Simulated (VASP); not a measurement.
# Bi in VASP: a series of runs

Bi is run at these levels: LDA; tasks: single point.

Everything below comes from runs of VASP 6.6.1. Logs are shortened: lines on timing, memory, paths and dates and some standing lists are left out, and cuts for length are marked.

## Step 1: The cell of the first run

The cell holds a slab with vacuum, 2 atoms: a = 3.945 Å, b = 3.945 Å, c = 28.000 Å, α = 90.00°, β = 90.00°, γ = 120.00°.

## Step 2: Single point, LDA

Contents of INCAR:

```
PREC = Accurate ; ENCUT = 520
EDIFF = 1E-6 ; ISMEAR = 0
SIGMA = 0.02 ; LREAL = False
LASPH = True ; NELM = 100
ALGO = Normal ; ISIF = 2
LWAVE = False ; LCHARG = False
LDIPOL = True ; IDIPOL = 3
DIPOL = 0.5 0.5 0.500 ; NBANDS = 22
```

Contents of KPOINTS:

```
regular mesh
0
Gamma
  9 9 1
```

Contents of POSCAR:

```
Bi
1.0
    3.9450000000      0.0000000000      0.0000000000
   -1.9725000000      3.4164702179      0.0000000000
    0.0000000000      0.0000000000     28.0000000000
Bi
2
Direct
    0.3333333333      0.6666666667      0.5000000000
    0.6666666667      0.3333333333      0.5000000000
```

Potentials or basis: VASP PAW LDA potentials, release 64 (Bi_d).

Run with:

```bash
$ cat potpaw_LDA.64/Bi_d/POTCAR > POTCAR
$ mpirun -np 1 vasp_std > vasp.out
```

OUTCAR:

```text
PREC = Accurate
   ENCUT = 520
   EDIFF = 1E-6
   ISMEAR = 0
   LREAL = False
   LASPH = True
   NELM = 100
   ISIF = 2

 ion  position               nearest neighbor table
   1  0.333  0.667  0.500-   2 2.28   2 2.28   2 2.28
   2  0.667  0.333  0.500-   1 2.28   1 2.28   1 2.28

  LATTYP: Found a hexagonal cell.
 ALAT       =     3.9450000000
 C/A-ratio  =     7.0975918885

  Lattice vectors:

 A1 = (   3.9450000000,   0.0000000000,   0.0000000000)
 A2 = (  -1.9725000000,   3.4164702179,   0.0000000000)
 A3 = (   0.0000000000,   0.0000000000,  28.0000000000)

Analysis of symmetry for initial positions (statically):
=====================================================================
 Subroutine PRICEL returns:
 Original cell was already a primitive cell.

 Routine SETGRP: Setting up the symmetry group for a
 hexagonal supercell.

 Subroutine GETGRP returns: Found 24 space group operations
 (whereof 24 operations were pure point group operations)
 out of a pool of 24 trial point group operations.

The static configuration has the point symmetry D_6h.

Analysis of symmetry for dynamics (positions and initial velocities):
=====================================================================
 Subroutine PRICEL returns:
 Original cell was already a primitive cell.

 Routine SETGRP: Setting up the symmetry group for a
 hexagonal supercell.

 Subroutine GETGRP returns: Found 24 space group operations
 (whereof 24 operations were pure point group operations)
 out of a pool of 24 trial point group operations.

The dynamic configuration has the point symmetry D_6h.

 Subroutine INISYM returns: Found 24 space group operations
 (whereof 24 operations are pure point group operations),
 and found     1 'primitive' translations

----------------------------------------------------------------------------------------

                                     Primitive cell

  volume of cell :     377.3833

  direct lattice vectors                    reciprocal lattice vectors
     3.945000000  0.000000000  0.000000000     0.253485425  0.146349878  0.000000000
    -1.972500000  3.416470218  0.000000000     0.000000000  0.292699756  0.000000000
     0.000000000  0.000000000 28.000000000     0.000000000  0.000000000  0.035714286

  length of vectors
     3.945000000  3.945000000 28.000000000     0.292699756  0.292699756  0.035714286

  position of ions in fractional coordinates (direct lattice)
     0.333333333  0.666666667  0.500000000
     0.666666667  0.333333333  0.500000000

[... 68 lines left out ...]
   NFREE  =      0    steps in history (QN), initial steepest desc. (CG)
   ISIF   =      2    stress and relaxation
   ISYM   =      2    0-nonsym 1-usesym 2-fastsym
   POTIM  = 0.5000    time-step for ionic-motion
   TEBEG  =    0.0;   TEEND  =   0.0 temperature during run
   PSTRESS=    0.0 pullay stress
   NELECT =      30.0000    total number of electrons
   NUPDOWN=      -1.0000    fix difference up-down
   EMIN   =  10.00;   EMAX   =-10.00  energy-range for DOS
   EFERMI =   0.00;   METHOD = LEGACY
   ISMEAR =     0;   SIGMA  =   0.02  broadening in eV -4-tet -1-fermi 0-gaus
   EFERMI_NEDOS =   21; number of points for ismear=-14 and -15
   IALGO  =     38    algorithm
   IMIX   =      4    mixing-type and parameters
     AMIX     =   0.40;   BMIX     =  1.00
     AMIX_MAG =   1.60;   BMIX_MAG =  1.00
  volume/ion in A,a.u.               =     188.69      1273.35
  Fermi-wavevector in a.u.,A,eV,Ry     =   0.703916  1.330209  6.741662  0.495498
  Thomas-Fermi vector in A             =   1.789017
   LORBIT       =      0    0 simple, 1 ext, 2 COOP (PROOUT), +10 PAW based schemes
   GGA     = CA    functional components
   LHFCALC =     F    Hartree Fock is set to
   AEXX    =    0.0000 exact exchange contribution
   IVDW    =     0    specifies the selected vdW correction
   LEPSILON=     F    determine dielectric tensor
   LRPA    =     F    only Hartree local field effects (RPA)
 non-spin polarized calculation
 Gauss-broadening in eV      SIGMA  =   0.02
  energy-cutoff  :      520.00
  volume of cell :      377.38
 maximum number of plane-waves:     10263
 NGX is ok and might be reduce to    30
   NGX = 15   NGY = 15   NGZ =105

 dipolmoment           0.000000      0.000000      0.000000 electrons x Angstroem

 number of electron      30.0000014 magnetization

 dipolmoment           0.000000      0.000000     -0.000000 electrons x Angstroem

 Free energy of the ion-electron system (eV)
  ---------------------------------------------------
  ext. energy  EPLUGINS =         0.00000000
  ---------------------------------------------------
  free energy    TOTEN  =         2.70108272 eV

  energy without entropy =        2.70109430  energy(sigma->0) =        2.70108851

 E-fermi :  -1.4531     XC(G=0):  -1.9284

 val. band max:       -1.5006124362   @ k =   0.3333   0.1111   0.0000
 cond. band min:      -1.4084018171   @ k =   0.1111   0.1111   0.0000
 fundamental gap:      0.0922106191
 Fermi energy:        -1.4531170599

 k-point     1 :       0.0000    0.0000    0.0000
  band No.  band energies     occupation
      1     -27.6877      2.00000
      2     -27.5643      2.00000
      3     -27.5643      2.00000
      4     -26.8791      2.00000
      5     -26.8791      2.00000
      6     -26.4355      2.00000
[... 289 lines left out ...]
     21       4.0183      0.00000
     22       5.7282      0.00000

------------------------ aborting loop because EDIFF is reached ----------------------------------------

 vacuum level on the upper side and lower side of the slab       (xc-potential included)        -0.007        -0.007

  FORCE on cell =-STRESS in cart. coord.  units (eV):
  Direction    XX          YY          ZZ          XY          YZ          ZX
  --------------------------------------------------------------------------------------
  -------------------------------------------------------------------------------------
  Total       50.9321160     50.9321160     -0.0369990      0.0000000      0.0000000      0.0000000
  in kB      216.2318300    216.2318300     -0.1570791      0.0000000      0.0000000      0.0000000
  external PRESSURE =     144.1021936 kB  Pullay stress =       0.0000000 kB

 VOLUME and BASIS-vectors are now :
 -----------------------------------------------------------------------------
  energy-cutoff  :      520.00
  volume of cell :      377.38
      direct lattice vectors                 reciprocal lattice vectors
     3.945000000  0.000000000  0.000000000     0.253485425  0.146349878  0.000000000
    -1.972500000  3.416470218  0.000000000     0.000000000  0.292699756  0.000000000
     0.000000000  0.000000000 28.000000000     0.000000000  0.000000000  0.035714286

 POSITION                                       TOTAL-FORCE (eV/Angst)
 -----------------------------------------------------------------------------------
     -0.00000      2.27765     14.00000         0.000000      0.000000      0.000000
      1.97250      1.13882     14.00000        -0.000000     -0.000000      0.000000
 -----------------------------------------------------------------------------------
    total drift:                                0.000000      0.000000     -0.000000

  FREE ENERGIE OF THE ION-ELECTRON SYSTEM (eV)
  ---------------------------------------------------
  free  energy   TOTEN  =         2.7010827160 eV

  energy  without entropy=        2.7010942975  energy(sigma->0) =        2.70108851

 vacuum level on the upper side and lower side of the slab         1.957         1.957
```

OSZICAR:

```text
N       E                     dE             d eps       ncg     rms          rms(c)
DAV:   1     0.243886751223E+03    0.24389E+03   -0.14257E+04   704   0.103E+03
DAV:   2     0.205969018651E+02   -0.22329E+03   -0.21764E+03   610   0.286E+02
DAV:   3     0.294042894313E+01   -0.17656E+02   -0.17220E+02   680   0.107E+02
[... 12 lines left out ...]
DAV:  16     0.270111689936E+01   -0.27439E-04   -0.14700E-06   492   0.639E-03    0.852E-04
DAV:  17     0.270109112212E+01   -0.25777E-04   -0.15481E-06   462   0.335E-03    0.539E-04
DAV:  18     0.270108735352E+01   -0.37686E-05   -0.12497E-07   432   0.191E-03    0.246E-04
DAV:  19     0.270108310865E+01   -0.42449E-05   -0.10176E-07   422   0.153E-03    0.107E-04
DAV:  20     0.270108271597E+01   -0.39268E-06   -0.96579E-09   452   0.468E-04
   1 F= 0.27010827E+01 E0= 0.27010885E+01  d E =-.115816E-04
```

stdout:

```text
POSCAR found type information on POSCAR Bi
 POSCAR found :  1 types and       2 ions
 scaLAPACK will be used
 LDA part: xc-table for (Slater(with rela. corr.)+CA(PZ))
 , standard interpolation
 POSCAR, INCAR and KPOINTS ok, starting setup
 FFT: planning ... GRIDC
 FFT: planning ... GRID_SOFT
 FFT: planning ... GRID
 WAVECAR not read
 entering main loop
```

Wall time 81 s (1 thread of Intel Xeon 6975P-C (Granite Rapids), shared host); peak memory 0.35 GiB.

What came out:

```
Free energy            : 2.7011 eV
Band gap on the k mesh : zero (bands 15 and 16 overlap by 0.96 eV)
```

Levels at points of the mesh, in eV from the Fermi level:
| k point | band 12 | band 13 | band 14 | band 15 | band 16 | band 17 | band 18 | band 19 |
| --- | --- | --- | --- | --- | --- | --- | --- | --- |
| (0.00, 0.00, 0.00) | -6.18 | -3.38 | -3.06 | -3.06 | 1.43 | 2.57 | 2.57 | 2.95 |

Caveat: spin-orbit coupling is left out, which moves the levels of the heavy elements.

## Step 3: Single point, LDA

This run uses another cell than the first one.

Contents of INCAR:

```
SYSTEM = Bi
PREC = Accurate
ENCUT = 520
EDIFF = 1E-6
ISMEAR = 0
SIGMA = 0.02
LREAL = .False.
LASPH = .True.
NELM = 80
ALGO = Normal
ISIF = 2
LWAVE = .False.
LCHARG = .False.
LDIPOL = .True.
IDIPOL = 3
DIPOL = 0.5 0.5 0.500
GGA = CA
NBANDS = 22
```

Contents of KPOINTS:

```
Automatic mesh
0
Gamma
  9 9 1
  0 0 0
```

Contents of POSCAR:

```
Bi
1.0
    4.0130000000      0.0000000000      0.0000000000
   -2.0065000000      3.4753599454      0.0000000000
    0.0000000000      0.0000000000     28.0000000000
Bi
2
Direct
    0.3333333333      0.6666666667      0.5000000000
    0.6666666667      0.3333333333      0.5000000000
```

Potentials or basis: VASP PAW LDA potentials, release 64 (Bi_d).

Run with:

```bash
$ cat potpaw_LDA.64/Bi_d/POTCAR > POTCAR
$ mpirun -np 1 vasp_std > vasp.out
```

OUTCAR:

```text
SYSTEM = Bi
   PREC = Accurate
   ENCUT = 520
   EDIFF = 1E-6
   ISMEAR = 0
   LREAL = .False.
   LASPH = .True.
   NELM = 80
   ISIF = 2
   GGA = CA

 ion  position               nearest neighbor table
   1  0.333  0.667  0.500-   2 2.32   2 2.32   2 2.32
   2  0.667  0.333  0.500-   1 2.32   1 2.32   1 2.32

  LATTYP: Found a hexagonal cell.
 ALAT       =     4.0130000000
 C/A-ratio  =     6.9773236980

  Lattice vectors:

[... 479 lines left out ...]
 vacuum level on the upper side and lower side of the slab       (xc-potential included)        -0.006        -0.006

  FORCE on cell =-STRESS in cart. coord.  units (eV):
  Direction    XX          YY          ZZ          XY          YZ          ZX
  --------------------------------------------------------------------------------------
  -------------------------------------------------------------------------------------
  Total       45.6586898     45.6586898     -0.0360767      0.0000000      0.0000000      0.0000000
  in kB      187.3298757    187.3298757     -0.1480166      0.0000000      0.0000000      0.0000000
  external PRESSURE =     124.8372449 kB  Pullay stress =       0.0000000 kB

 VOLUME and BASIS-vectors are now :
 -----------------------------------------------------------------------------
  energy-cutoff  :      520.00
  volume of cell :      390.51
      direct lattice vectors                 reciprocal lattice vectors
     4.013000000  0.000000000  0.000000000     0.249190132  0.143869990  0.000000000
    -2.006500000  3.475359945  0.000000000     0.000000000  0.287739980  0.000000000
     0.000000000  0.000000000 28.000000000     0.000000000  0.000000000  0.035714286

 POSITION                                       TOTAL-FORCE (eV/Angst)
 -----------------------------------------------------------------------------------
     -0.00000      2.31691     14.00000        -0.000000      0.000000      0.000000
      2.00650      1.15845     14.00000         0.000000      0.000000     -0.000000
 -----------------------------------------------------------------------------------
    total drift:                                0.000000      0.000000     -0.000000

  FREE ENERGIE OF THE ION-ELECTRON SYSTEM (eV)
  ---------------------------------------------------
  free  energy   TOTEN  =         1.0570049444 eV

  energy  without entropy=        1.0594918506  energy(sigma->0) =        1.05824840

 vacuum level on the upper side and lower side of the slab         1.886         1.886
```

It took 92 s on 1 thread of Intel Xeon 6975P-C (Granite Rapids), shared host; peak memory 0.36 GiB.

What came out:

- Free energy: 1.0570 eV
- Band gap on the k mesh: zero (bands 15 and 16 overlap by 0.76 eV)

Caveat: spin-orbit coupling is left out, which moves the levels of the heavy elements.

The gap in the log of VASP goes by the Fermi energy; the results here count the filled bands.